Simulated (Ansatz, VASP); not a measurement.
ZrB2: VASP beside Ansatz

```
Zr B
1.0
     3.02839    0.00000    0.00000
    -1.51419    2.62266    0.00000
     0.00000    0.00000    3.58379
Zr B
1 2
Direct
  0.00000 0.00000 0.00000
  0.33333 0.66667 0.50000
  0.66667 0.33333 0.50000
```

Alike in both runs: task single point; functional LDA; k mesh 18 × 18 × 12; occupations gaussian, width 0.15 eV; no spin polarisation.

|  | VASP | Ansatz |
| --- | --- | --- |
| version | VASP 6.6.1 | Ansatz 0.2.0 |
| potentials or method | VASP PAW LDA potentials, release 64 (Zr_sv, B), cutoff 520 eV | scalar-relativistic, plane waves, PAW |
| valence electrons in the cell | 18 | 18 |

```tsv
	VASP	Ansatz	Ansatz less VASP
gap on the k mesh at the Fermi level (eV)	none	none	-
pressure (GPa)	13.2	12.6	-0.60
traceless stress, the component that is largest in VASP (GPa)	-15.99	-16.04	-0.050
```

LDA's correlation is that of Perdew and Zunger in VASP and of Perdew and Wang (1992) in Ansatz. A gap of «none» marks a metal or a gap that the smearing closes.
